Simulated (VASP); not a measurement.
# Gd (Im-3m) in VASP: notebook

Gd is run at these levels: PBEsol; tasks: single point.

All numbers are computed with VASP 6.6.1; they aren't measurements. Logs are shortened: lines on timing, memory, paths and dates and some standing lists are left out, and cuts for length are marked.

**1. The cell of the first run**

The structure is cubic, space group Im-3m (No. 229). The conventional cell has a = 2.915 Å, b = 2.915 Å, c = 2.915 Å, α = 90.00°, β = 90.00°, γ = 90.00°. Within 3.3 Å of Gd (site symmetry m-3m) lie 14 Gd at 2.52 to 2.92 Å.

**2. Single point, PBEsol, collinear spin, ferromagnetic start (volume scaled by 0.4)**

Input file INCAR:

```
ALGO     = Normal         # electronic algorithm
EDIFF    = 1E-6           # SCF threshold, eV
ENCUT    = 600            # plane-wave cutoff, eV
GGA      = PS             # functional
GGA_COMPAT= False        
ISIF     = 2              # what is computed and relaxed
ISMEAR   = -1             # smearing method
ISPIN    = 2              # spin polarisation
LASPH    = True           # aspherical terms in the spheres
LCHARG   = False          # write CHGCAR
LMAXMIX  = 6              # l up to which the mixer works
LORBIT   = 11             # projections on sites
LREAL    = False          # projectors in reciprocal space
LWAVE    = False          # write WAVECAR
MAGMOM   = 7              # initial moments
NBANDS   = 19             # bands
NELM     = 200            # most SCF steps
PREC     = Accurate       # precision mode
SIGMA    = 0.08           # smearing width, eV
```

Input file KPOINTS:

```
k-points
0
Gamma
  14 14 14
```

Input file POSCAR:

```
Gd
1.0
   -1.4576403756      1.4576403756      1.4576403756
    1.4576403756     -1.4576403756      1.4576403756
    1.4576403756      1.4576403756     -1.4576403756
Gd
1
Direct
    0.0000000000      0.0000000000      0.0000000000
```

Potentials or basis: VASP PAW PBE potentials, release 64 (Gd).

Started as:

```bash
$ cat potpaw_PBE.64/Gd/POTCAR > POTCAR
$ mpirun -np 1 vasp_std > vasp.out
```

OUTCAR:

```text
EDIFF = 1E-6
   ENCUT = 600
   GGA = PS
   ISIF = 2
   ISMEAR = -1
   ISPIN = 2
   LASPH = True
   LORBIT = 11
   LREAL = False
   NELM = 200
   PREC = Accurate

 ion  position               nearest neighbor table
   1  0.000  0.000  0.000-

  LATTYP: Found a body centered cubic cell.
 ALAT       =     2.9152807512

  Lattice vectors:

 A1 = (  -1.4576403756,   1.4576403756,   1.4576403756)
 A2 = (   1.4576403756,  -1.4576403756,   1.4576403756)
 A3 = (   1.4576403756,   1.4576403756,  -1.4576403756)

Analysis of symmetry for initial positions (statically):
=====================================================================
 Subroutine PRICEL returns:
 Original cell was already a primitive cell.

 Routine SETGRP: Setting up the symmetry group for a
 body centered cubic supercell.

 Subroutine GETGRP returns: Found 48 space group operations
 (whereof 48 operations were pure point group operations)
 out of a pool of 48 trial point group operations.

The static configuration has the point symmetry O_h .

Analysis of symmetry for dynamics (positions and initial velocities):
=====================================================================
 Subroutine PRICEL returns:
 Original cell was already a primitive cell.

 Routine SETGRP: Setting up the symmetry group for a
 body centered cubic supercell.

 Subroutine GETGRP returns: Found 48 space group operations
 (whereof 48 operations were pure point group operations)
 out of a pool of 48 trial point group operations.

The dynamic configuration has the point symmetry O_h .

Analysis of structural, dynamic, and magnetic symmetry:
=====================================================================
 Subroutine PRICEL returns:
 Original cell was already a primitive cell.

 Routine SETGRP: Setting up the symmetry group for a
 body centered cubic supercell.

 Subroutine GETGRP returns: Found 48 space group operations
 (whereof 48 operations were pure point group operations)
 out of a pool of 48 trial point group operations.

The overall configuration has the point symmetry O_h .

 Subroutine INISYM returns: Found 48 space group operations
 (whereof 48 operations are pure point group operations),
 and found     1 'primitive' translations

----------------------------------------------------------------------------------------

                                     Primitive cell

  volume of cell :      12.3883
[... 98 lines left out ...]
   NELECT =      18.0000    total number of electrons
   NUPDOWN=      -1.0000    fix difference up-down
   EMIN   =  10.00;   EMAX   =-10.00  energy-range for DOS
   EFERMI =   0.00;   METHOD = LEGACY
   ISMEAR =    -1;   SIGMA  =   0.08  broadening in eV -4-tet -1-fermi 0-gaus
   EFERMI_NEDOS =   21; number of points for ismear=-14 and -15
   IALGO  =     38    algorithm
   IMIX   =      4    mixing-type and parameters
     AMIX     =   0.40;   BMIX     =  1.00
     AMIX_MAG =   1.60;   BMIX_MAG =  1.00
  volume/ion in A,a.u.               =      12.39        83.60
  Fermi-wavevector in a.u.,A,eV,Ry     =   1.854223  3.503973 46.778771  3.438143
  Thomas-Fermi vector in A             =   2.903587
   LORBIT       =     11    0 simple, 1 ext, 2 COOP (PROOUT), +10 PAW based schemes
   GGA     = PS    functional components
   LHFCALC =     F    Hartree Fock is set to
   AEXX    =    0.0000 exact exchange contribution
   IVDW    =     0    specifies the selected vdW correction
   LEPSILON=     F    determine dielectric tensor
   LRPA    =     F    only Hartree local field effects (RPA)
 spin polarized calculation
  energy-cutoff  :      600.00
  volume of cell :       12.39
 maximum number of plane-waves:       426
   NGX =  9   NGY =  9   NGZ =  9

 number of electron      18.0000009 magnetization       6.4059758

 Free energy of the ion-electron system (eV)
  ---------------------------------------------------
  ext. energy  EPLUGINS =         0.00000000
  ---------------------------------------------------
  free energy    TOTEN  =        -7.68681656 eV

  energy without entropy =       -7.66059537  energy(sigma->0) =       -7.67370596

 E-fermi :   9.1296     XC(G=0): -15.6378

 val. band max:        9.1229013884   @ k =  -0.2143   0.2143   0.0714
 cond. band min:       9.1446927447   @ k =   0.3571   0.1429   0.1429
 fundamental gap:      0.0217913563
 Fermi energy:         9.1296280930

 spin component 1

 k-point     1 :       0.0000    0.0000    0.0000
  band No.  band energies     occupation
      1     -37.1322      1.00000
      2      -8.9340      1.00000
      3      -8.9340      1.00000
      4      -8.9340      1.00000
      5       5.1720      1.00000
      6       5.1720      1.00000
[... 517 lines left out ...]
     18      31.9185      0.00000
     19      32.6905      0.00000

 [... further k-points ...]

 spin component 2

 k-point     1 :       0.0000    0.0000    0.0000
  band No.  band energies     occupation
      1     -34.6421      1.00000
      2      -6.5902      1.00000
      3      -6.5902      1.00000
      4      -6.5902      1.00000
      5       8.5675      0.99911
      6       9.2815      0.13036
[... 517 lines left out ...]
     18      33.3635      0.00000
     19      34.1080      0.00000

 [... further k-points ...]

------------------------ aborting loop because EDIFF is reached ----------------------------------------

  FORCE on cell =-STRESS in cart. coord.  units (eV):
  Direction    XX          YY          ZZ          XY          YZ          ZX
  --------------------------------------------------------------------------------------
  -------------------------------------------------------------------------------------
  Total       11.7294856     11.7294856     11.7294856     -0.0000000      0.0000000     -0.0000000
  in kB     1516.9748799   1516.9748799   1516.9748799     -0.0000000      0.0000000     -0.0000000
  external PRESSURE =    1516.9748799 kB  Pullay stress =       0.0000000 kB

 VOLUME and BASIS-vectors are now :
 -----------------------------------------------------------------------------
  energy-cutoff  :      600.00
  volume of cell :       12.39
      direct lattice vectors                 reciprocal lattice vectors
    -1.457640376  1.457640376  1.457640376     0.000000000  0.343020136  0.343020136
     1.457640376 -1.457640376  1.457640376     0.343020136  0.000000000  0.343020136
     1.457640376  1.457640376 -1.457640376     0.343020136  0.343020136  0.000000000

 POSITION                                       TOTAL-FORCE (eV/Angst)
 -----------------------------------------------------------------------------------
      0.00000      0.00000      0.00000        -0.000000      0.000000      0.000000
 -----------------------------------------------------------------------------------
    total drift:                                0.000000     -0.000000      0.000000

  FREE ENERGIE OF THE ION-ELECTRON SYSTEM (eV)
  ---------------------------------------------------
  free  energy   TOTEN  =        -7.6868165577 eV

  energy  without entropy=       -7.6605953674  energy(sigma->0) =       -7.67370596

 total charge

# of ion       s       p       d       f       tot
--------------------------------------------------
    1        2.080   5.511   1.624   7.279  16.494

 magnetization (x)

# of ion       s       p       d       f       tot
--------------------------------------------------
    1        0.019  -0.044   0.025   6.261   6.261
```

OSZICAR:

```text
N       E                     dE             d eps       ncg     rms          rms(c)
DAV:   1     0.875746372752E+02    0.87575E+02   -0.66391E+03  9953   0.558E+03
DAV:   2     0.465728191869E+01   -0.82917E+02   -0.70521E+02  9501   0.389E+02
[... 11 lines left out ...]
DAV:  14    -0.768671064547E+01    0.15035E-03   -0.39633E-03 15190   0.153E+00    0.118E+00
DAV:  15    -0.768679508454E+01   -0.84439E-04   -0.95219E-04 14696   0.118E+00    0.327E-01
DAV:  16    -0.768682368935E+01   -0.28605E-04   -0.30127E-04 14092   0.418E-01    0.180E-01
DAV:  17    -0.768681575999E+01    0.79294E-05   -0.31764E-05 14222   0.178E-01    0.893E-02
DAV:  18    -0.768681680658E+01   -0.10466E-05   -0.82245E-06 13639   0.111E-01    0.173E-02
DAV:  19    -0.768681655772E+01    0.24886E-06   -0.19977E-06  8193   0.372E-02
   1 F= -.76868166E+01 E0= -.76737060E+01  d E =-.262212E-01  mag=     6.4062
```

It took 50 s on 1 thread of Intel Xeon 6975P-C (Granite Rapids), shared host; peak memory 0.18 GiB.

Results:

```
Free energy                                           : -7.6868 eV
Pressure                                              : 151.7 GPa
Net moment                                            : 6.41 μB per cell
Site moments                                          : Gd +6.26 μB
Valence electrons inside the program's atomic spheres : Gd 16.49
```

Caveat: the PAW data sets were made with another functional, which shifts forces and pressure a little; spin-orbit coupling is left out, which moves the levels of the heavy elements. The state reached can hang on the start; a lower one may exist.

**3. Single point, PBEsol, collinear spin, ferromagnetic start (volume scaled by 0.4, source ansatz)**

Input file INCAR:

```
SYSTEM = Gd
PREC = Accurate ; ENCUT = 600
EDIFF = 1E-6 ; ISMEAR = -1
SIGMA = 0.08 ; LREAL = .False.
LASPH = .True. ; NELM = 200
ALGO = Normal ; ISIF = 2
LWAVE = .False. ; LCHARG = .False.
ISPIN = 2 ; MAGMOM = 7
LORBIT = 11 ; LMAXMIX = 6
GGA = PS ; NBANDS = 19
GGA_COMPAT = .False.
```

Input file KPOINTS:

```
regular mesh
0
Gamma
  14 14 14
  0 0 0
```

POSCAR is that of step 2.

Potentials or basis: VASP PAW PBE potentials, release 64 (Gd).

Started as:

```bash
$ cat potpaw_PBE.64/Gd/POTCAR > POTCAR
$ mpirun -np 1 vasp_std > vasp.out
```

It took 49 s on 1 thread of Intel Xeon 6975P-C (Granite Rapids), shared host; peak memory 0.18 GiB.

Results (log left out):

```
Free energy                                           : -7.6868 eV
Pressure                                              : 151.7 GPa
Net moment                                            : 6.41 μB per cell
Site moments                                          : Gd +6.26 μB
Valence electrons inside the program's atomic spheres : Gd 16.49
```

Levels at points of the mesh, in eV from the Fermi level:
Spin up:
| k point | band 9 | band 10 | band 11 | band 12 | band 13 | band 14 | band 15 | band 16 |
| --- | --- | --- | --- | --- | --- | --- | --- | --- |
| (0.00, 0.00, 0.00) | -2.52 | -2.52 | -2.15 | -1.76 | 2.20 | 2.20 | 2.20 | 7.42 |
| (0.50, 0.00, 0.00) | -2.76 | -2.59 | -2.50 | -2.39 | -2.36 | 9.14 | 10.60 | 12.48 |
| (0.50, 0.50, 0.50) | -3.02 | -3.02 | -2.36 | -2.36 | -2.36 | 15.19 | 15.19 | 15.19 |
Spin down:
| k point | band 3 | band 4 | band 5 | band 6 | band 7 | band 8 | band 9 | band 10 |
| --- | --- | --- | --- | --- | --- | --- | --- | --- |
| (0.00, 0.00, 0.00) | -15.72 | -15.72 | -0.56 | 0.15 | 0.15 | 0.15 | 2.45 | 2.45 |
| (0.50, 0.00, 0.00) | -18.69 | -16.24 | -3.88 | -1.57 | 0.50 | 1.01 | 1.60 | 2.01 |
| (0.50, 0.50, 0.50) | -21.95 | -21.95 | -6.42 | -6.42 | 0.77 | 1.73 | 1.73 | 1.73 |

Caveat: the PAW data sets were made with another functional, which shifts forces and pressure a little; spin-orbit coupling is left out, which moves the levels of the heavy elements. The state reached can hang on the start; a lower one may exist.
